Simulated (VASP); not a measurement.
# Ca (I4/mmm) in VASP: a series of runs, part 2 of 2

VASP 6.6.1.

**3. Single point, PBE**

This run uses another cell than the first one, of 52.78 Å³/atom.

The input, INCAR:

```
PREC = Accurate
ENCUT = 520
EDIFF = 1E-6
ISMEAR = 0
SIGMA = 0.1
LREAL = F
LASPH = T
NELM = 80
ALGO = Normal
ISIF = 2
LWAVE = F
LCHARG = F
GGA = PE
NBANDS = 22
```

The input, KPOINTS:

```
regular mesh
0
Gamma
  4 4 4
```

The input, POSCAR:

```
Ca
1.0
   -3.0645355520      3.0645355520      4.2149097741
    3.0645355520     -3.0645355520      4.2149097741
    3.0645355520      3.0645355520     -4.2149097741
Ca
3
Direct
    0.7500000000      0.2500000000      0.5000000000
    0.2500000000      0.7500000000      0.5000000000
    0.0000000000      0.0000000000      0.0000000000
```

Potentials or basis: VASP PAW PBE potentials, release 64 (Ca_sv).

On the command line:

```
$ cat potpaw_PBE.64/Ca_sv/POTCAR > POTCAR
$ mpirun -np 1 vasp_std > vasp.out
```

OUTCAR:

```text
PREC = Accurate
   ENCUT = 520
   EDIFF = 1E-6
   ISMEAR = 0
   LREAL = F
   LASPH = T
   NELM = 80
   ISIF = 2
   GGA = PE

 ion  position               nearest neighbor table
   1  0.750  0.250  0.500-
   2  0.250  0.750  0.500-
   3  0.000  0.000  0.000-

  LATTYP: Found a body centered tetragonal cell.
 ALAT       =     6.1290711040
 C/A-ratio  =     1.3753828933

  Lattice vectors:

 A1 = (  -3.0645355520,   3.0645355520,   4.2149097741)
 A2 = (   3.0645355520,  -3.0645355520,   4.2149097741)
 A3 = (   3.0645355520,   3.0645355520,  -4.2149097741)

Analysis of symmetry for initial positions (statically):
=====================================================================
 Subroutine PRICEL returns:
 Original cell was already a primitive cell.

 Routine SETGRP: Setting up the symmetry group for a
 body centered tetragonal supercell.

 Subroutine GETGRP returns: Found 16 space group operations
 (whereof 16 operations were pure point group operations)
 out of a pool of 16 trial point group operations.

The static configuration has the point symmetry D_4h.

Analysis of symmetry for dynamics (positions and initial velocities):
=====================================================================
 Subroutine PRICEL returns:
 Original cell was already a primitive cell.

 Routine SETGRP: Setting up the symmetry group for a
 body centered tetragonal supercell.

 Subroutine GETGRP returns: Found 16 space group operations
 (whereof 16 operations were pure point group operations)
 out of a pool of 16 trial point group operations.

The dynamic configuration has the point symmetry D_4h.

 Subroutine INISYM returns: Found 16 space group operations
[... 98 lines left out ...]
   NELECT =      30.0000    total number of electrons
   NUPDOWN=      -1.0000    fix difference up-down
   EMIN   =  10.00;   EMAX   =-10.00  energy-range for DOS
   EFERMI =   0.00;   METHOD = LEGACY
   ISMEAR =     0;   SIGMA  =   0.10  broadening in eV -4-tet -1-fermi 0-gaus
   EFERMI_NEDOS =   21; number of points for ismear=-14 and -15
   IALGO  =     38    algorithm
   IMIX   =      4    mixing-type and parameters
     AMIX     =   0.40;   BMIX     =  1.00
     AMIX_MAG =   1.60;   BMIX_MAG =  1.00
  volume/ion in A,a.u.               =      52.78       356.17
  Fermi-wavevector in a.u.,A,eV,Ry     =   0.940278  1.776867 12.029207  0.884122
  Thomas-Fermi vector in A             =   2.067673
   LORBIT       =      0    0 simple, 1 ext, 2 COOP (PROOUT), +10 PAW based schemes
   GGA     = PE    functional components
   LHFCALC =     F    Hartree Fock is set to
   AEXX    =    0.0000 exact exchange contribution
   IVDW    =     0    specifies the selected vdW correction
   LEPSILON=     F    determine dielectric tensor
   LRPA    =     F    only Hartree local field effects (RPA)
 non-spin polarized calculation
 Gauss-broadening in eV      SIGMA  =   0.10
  energy-cutoff  :      520.00
  volume of cell :      158.34
 maximum number of plane-waves:      4283
 NGX is ok and might be reduce to    48
   NGX = 23   NGY = 23   NGZ = 23

 number of electron      29.9999998 magnetization

 Free energy of the ion-electron system (eV)
  ---------------------------------------------------
  ext. energy  EPLUGINS =         0.00000000
  ---------------------------------------------------
  free energy    TOTEN  =        -4.50912956 eV

  energy without entropy =       -4.47870162  energy(sigma->0) =       -4.49391559

 E-fermi :   1.0891     XC(G=0):  -6.9885

 val. band max:        1.0835341451   @ k =  -0.2500   0.5000   0.2500
 cond. band min:       1.0932600241   @ k =   0.5000   0.2500  -0.0000
 fundamental gap:      0.0097258790
 Fermi energy:         1.0890861110

 k-point     1 :       0.0000    0.0000    0.0000
  band No.  band energies     occupation
      1     -41.4393      2.00000
      2     -41.4350      2.00000
      3     -41.2549      2.00000
      4     -22.4205      2.00000
      5     -22.4205      2.00000
      6     -22.4191      2.00000
[... 314 lines left out ...]
     21       2.4318      0.00000
     22       3.2144      0.00000

------------------------ aborting loop because EDIFF is reached ----------------------------------------

  FORCE on cell =-STRESS in cart. coord.  units (eV):
  Direction    XX          YY          ZZ          XY          YZ          ZX
  --------------------------------------------------------------------------------------
  -------------------------------------------------------------------------------------
  Total       -0.0012173     -0.0012173      0.0613227      0.0000000     -0.0000000      0.0000000
  in kB       -0.0123179     -0.0123179      0.6205179      0.0000000     -0.0000000      0.0000000
  external PRESSURE =       0.1986274 kB  Pullay stress =       0.0000000 kB

 VOLUME and BASIS-vectors are now :
 -----------------------------------------------------------------------------
  energy-cutoff  :      520.00
  volume of cell :      158.34
      direct lattice vectors                 reciprocal lattice vectors
    -3.064535552  3.064535552  4.214909774     0.000000000  0.163156861  0.118626501
     3.064535552 -3.064535552  4.214909774     0.163156861  0.000000000  0.118626501
     3.064535552  3.064535552 -4.214909774     0.163156861  0.163156861  0.000000000

 POSITION                                       TOTAL-FORCE (eV/Angst)
 -----------------------------------------------------------------------------------
      0.00000      3.06454      2.10745        -0.000000     -0.000000      0.000000
      3.06454      0.00000      2.10745         0.000000     -0.000000     -0.000000
      0.00000      0.00000      0.00000         0.000000      0.000000      0.000000
 -----------------------------------------------------------------------------------
    total drift:                                0.000000     -0.000000      0.000000

  FREE ENERGIE OF THE ION-ELECTRON SYSTEM (eV)
  ---------------------------------------------------
  free  energy   TOTEN  =        -4.5091295638 eV

  energy  without entropy=       -4.4787016171  energy(sigma->0) =       -4.49391559
```

stdout:

```text
POSCAR found type information on POSCAR Ca
 POSCAR found :  1 types and       3 ions
 scaLAPACK will be used
 LDA part: xc-table for (Slater+PW92), standard interpolation
 POSCAR, INCAR and KPOINTS ok, starting setup
 FFT: planning ... GRIDC
 FFT: planning ... GRID_SOFT
 FFT: planning ... GRID
 WAVECAR not read
 entering main loop
```

It took 46 s on 1 thread of Intel Xeon Platinum 8488C (Sapphire Rapids), shared host; peak memory 0.3 GiB.

What came out:

```yaml
Free_energy: -4.5091 eV
Pressure: 0.0 GPa
Band_gap_on_the_k_mesh: zero (bands 15 and 16 overlap by 1.01 eV)
```

**4. Relaxation of cell and atoms, PBE**

The input, INCAR:

```
SYSTEM = Ca
PREC = Accurate
ENCUT = 600
EDIFF = 1E-6
ISMEAR = 0
SIGMA = 0.1
LREAL = .False.
LASPH = .True.
NELM = 80
ALGO = Normal
ISIF = 3
LWAVE = .False.
LCHARG = .False.
GGA = PE
IBRION = 2
NSW = 90
EDIFFG = -0.04
```

The input, KPOINTS:

```
regular mesh
0
Gamma
  4 4 4
  0 0 0
```

The input, POSCAR:

```
Ca
1.0
   -3.5297452200      3.5297452200      2.8837641700
    3.5297452200     -3.5297452200      2.8837641700
    3.5297452200      3.5297452200     -2.8837641700
Ca
3
Direct
    0.7500000000      0.2500000000      0.5000000000
    0.2500000000      0.7500000000      0.5000000000
    0.0000000000      0.0000000000      0.0000000000
```

Potentials or basis: VASP PAW PBE potentials, release 64 (Ca_sv).

On the command line:

```
$ cat potpaw_PBE.64/Ca_sv/POTCAR > POTCAR
$ mpirun -np 1 vasp_std > vasp.out
```

OUTCAR:

```text
SYSTEM = Ca
   PREC = Accurate
   ENCUT = 600
   EDIFF = 1E-6
   ISMEAR = 0
   LREAL = .False.
   LASPH = .True.
   NELM = 80
   ISIF = 3
   GGA = PE
   IBRION = 2
   NSW = 90
   EDIFFG = -0.04

 ion  position               nearest neighbor table
   1  0.750  0.250  0.500-   2 2.88   2 2.88
   2  0.250  0.750  0.500-   1 2.88   1 2.88
   3  0.000  0.000  0.000-

  LATTYP: Found a body centered tetragonal cell.
 ALAT       =     7.0594904400
 C/A-ratio  =     0.8169893265

  Lattice vectors:

 A1 = (  -3.5297452200,   3.5297452200,   2.8837641700)
 A2 = (   3.5297452200,  -3.5297452200,   2.8837641700)
 A3 = (   3.5297452200,   3.5297452200,  -2.8837641700)

[... 270 lines left out ...]
  ---------------------------------------------------
  free  energy   TOTEN  =        -4.3512311717 eV

  energy  without entropy=       -4.3207038271  energy(sigma->0) =       -4.33596750

[... ionic steps 4 to 8 ...]

--------------------------------------- Ionic step        9  -------------------------------------------

 number of electron      29.9999997 magnetization

------------------------ aborting loop because EDIFF is reached ----------------------------------------
[... 69 lines left out ...]
--------------------------------------- Ionic step       11  -------------------------------------------

 number of electron      29.9999997 magnetization

 Free energy of the ion-electron system (eV)
  ---------------------------------------------------
  ext. energy  EPLUGINS =         0.00000000
  ---------------------------------------------------
  free energy    TOTEN  =        -4.49860197 eV

  energy without entropy =       -4.46922440  energy(sigma->0) =       -4.48391319

 E-fermi :   1.0951     XC(G=0):  -6.9931

 val. band max:        1.0927291463   @ k =  -0.2500  -0.2500   0.2500
 cond. band min:       1.1018379807   @ k =   0.5000   0.2500   0.0000
 fundamental gap:      0.0091088344
 Fermi energy:         1.0951438988

 k-point     1 :       0.0000    0.0000    0.0000
  band No.  band energies     occupation
      1     -41.4270      2.00000
      2     -41.4225      2.00000
      3     -41.2463      2.00000
      4     -22.4092      2.00000
      5     -22.4092      2.00000
      6     -22.4076      2.00000
[... 305 lines left out ...]
  FREE ENERGIE OF THE ION-ELECTRON SYSTEM (eV)
  ---------------------------------------------------
  free  energy   TOTEN  =        -4.4986019748 eV

  energy  without entropy=       -4.4692244045  energy(sigma->0) =       -4.48391319

 reached required accuracy - stopping structural energy minimisation
```

CONTCAR:

```text
Ca
   1.00000000000000
    -3.0847773828022991    3.0847773828022991    4.1525298808731845
     3.0847773828022991   -3.0847773828022991    4.1525298808731845
     3.0847773828022991    3.0847773828022991   -4.1525298808731845
  Ca
     3
Direct
     0.7500000000000000    0.2500000000000000    0.5000000000000000
     0.2500000000000000    0.7500000000000000    0.5000000000000000
     0.0000000000000000    0.0000000000000000    1.0000000000000000

  0.00000000E+00  0.00000000E+00  0.00000000E+00
  0.00000000E+00  0.00000000E+00  0.00000000E+00
  0.00000000E+00  0.00000000E+00  0.00000000E+00
```

Run time: 5.4 min. Hardware: 1 thread of Intel Xeon Platinum 8488C (Sapphire Rapids), shared host; peak memory 0.34 GiB.

What came out:

```yaml
Free_energy: -4.4986 eV
Relaxed_volume: 52.69 Å³/atom
Relaxed_cell: a = 6.023 Å, b = 6.023 Å, c = 6.023 Å, α = 118.38°, β = 118.38°, γ = 92.83°
Space_group_after_relaxing_to_0.1_Å: I4/mmm (No. 139)
Energy_gained_by_relaxing: 406.2 meV/atom
Ionic_steps: 11
Pressure_after_relaxing: 0.0 GPa
Band_gap_on_the_k_mesh: zero (bands 15 and 16 overlap by 1.04 eV)
```

Step by step:
```csv
step,energy change (eV),largest force (eV/Å),pressure (GPa),volume (Å³)
1,0.0000,0.0000,1.84,143.72
2,-0.7795,0.0000,0.80,154.27
3,-1.0714,0.0000,0.05,162.21
4,-1.1695,0.0000,-0.92,174.38
5,-1.1752,0.0000,-0.79,172.03
6,-1.1733,0.0000,-0.70,170.64
7,-1.2042,0.0000,-0.26,162.61
8,-1.2102,0.0000,0.09,157.57
9,-1.2102,0.0000,0.12,157.31
10,-1.2135,0.0000,0.10,157.53
11,-1.2187,0.0000,0.03,158.06
```

Final structure:
```
Ca
1.0
    -3.08478    3.08478    4.15253
     3.08478   -3.08478    4.15253
     3.08478    3.08478   -4.15253
Ca
3
Direct
  0.75000 0.25000 0.50000
  0.25000 0.75000 0.50000
  0.00000 0.00000 0.00000
```

Levels at points of the mesh, in eV from the Fermi level:
| k point | band 12 | band 13 | band 14 | band 15 | band 16 | band 17 | band 18 | band 19 |
| --- | --- | --- | --- | --- | --- | --- | --- | --- |
| (0.00, 0.00, 0.00) | -23.32 | -3.64 | 0.36 | 0.47 | 0.54 | 0.54 | 0.78 | 0.82 |
| (0.50, 0.00, 0.00) | -23.32 | -2.31 | -1.71 | 0.39 | 0.47 | 0.61 | 0.67 | 0.75 |
| (0.50, 0.50, 0.00) | -23.31 | -1.77 | -1.54 | -0.44 | -0.22 | 0.51 | 1.18 | 1.25 |
| (0.50, 0.50, 0.50) | -23.31 | -1.55 | -1.43 | -0.60 | -0.21 | 0.37 | 0.37 | 1.34 |

**5. Single point, PBE**

This run uses another cell than the first one, of 52.78 Å³/atom.

The input, INCAR:

```
ALGO = Fast
EDIFF = 1E-6
ENCUT = 520
GGA = PE
ISIF = 2
ISMEAR = 0
LASPH = True
LCHARG = False
LREAL = False
LWAVE = False
NBANDS = 22
NELM = 100
PREC = Accurate
SIGMA = 0.1
```

The input, KPOINTS:

```
k-points
0
Gamma
  10 10 10
```

The input, POSCAR:

```
Ca
1.0
   -3.0645355520      3.0645355520      4.2149097741
    3.0645355520     -3.0645355520      4.2149097741
    3.0645355520      3.0645355520     -4.2149097741
Ca
3
Direct
    0.7500000000      0.2500000000      0.5000000000
    0.2500000000      0.7500000000      0.5000000000
    0.0000000000      0.0000000000      0.0000000000
```

On the command line:

```
$ cat potpaw_PBE.64/Ca_sv/POTCAR > POTCAR
$ mpirun -np 1 vasp_std > vasp.out
```

Run time: 6.8 min. Hardware: 1 thread of Intel Xeon Platinum 8488C (Sapphire Rapids), shared host; peak memory 0.5 GiB.

Results (log left out):

* Free energy: -4.4891 eV
* Pressure: 0.0 GPa
* Band gap on the k mesh: zero (bands 15 and 16 overlap by 0.98 eV)

Levels at points of the mesh, in eV from the Fermi level:
| k point | band 11 | band 12 | band 13 | band 14 | band 15 | band 16 | band 17 | band 18 | band 19 | band 20 |
| --- | --- | --- | --- | --- | --- | --- | --- | --- | --- | --- |
| (0.00, 0.00, 0.00) | -23.28 | -23.28 | -3.59 | 0.43 | 0.49 | 0.60 | 0.60 | 0.68 | 0.83 | 0.85 |
| (0.50, 0.00, 0.00) | -23.28 | -23.28 | -2.26 | -1.66 | 0.45 | 0.50 | 0.69 | 0.71 | 0.77 | 1.21 |
| (0.50, 0.50, 0.00) | -23.28 | -23.28 | -1.70 | -1.48 | -0.42 | -0.17 | 0.54 | 0.59 | 1.26 | 1.30 |
| (0.50, 0.50, 0.50) | -23.28 | -23.28 | -1.57 | -1.42 | -0.51 | -0.16 | 0.46 | 0.46 | 1.35 | 1.39 |

**6. The runs side by side**

```csv
task,cell,k mesh,cutoff (eV),gap on the mesh (eV),pressure (GPa)
single point,"a = 5.765 Å, angles 104.5, 104.5, 120.0°, 3 atoms",4 × 4 × 4,520,none,1.8
single point,"a = 6.046 Å, angles 119.1, 119.1, 91.6°, 3 atoms",4 × 4 × 4,520,none,0.0
relaxation of cell and atoms,"relaxed from a = 5.765 Å, angles 104.5, 104.5, 120.0°, 3 atoms",4 × 4 × 4,600,none,0.0
single point,"a = 6.046 Å, angles 119.1, 119.1, 91.6°, 3 atoms",10 × 10 × 10,520,none,0.0
```

Alike in all rows: level PBE; potentials or basis VASP PAW PBE potentials, release 64 (Ca_sv); no spin polarisation; smearing gaussian 0.1 eV.

Absolute energies hang on the potentials; compare differences alone.
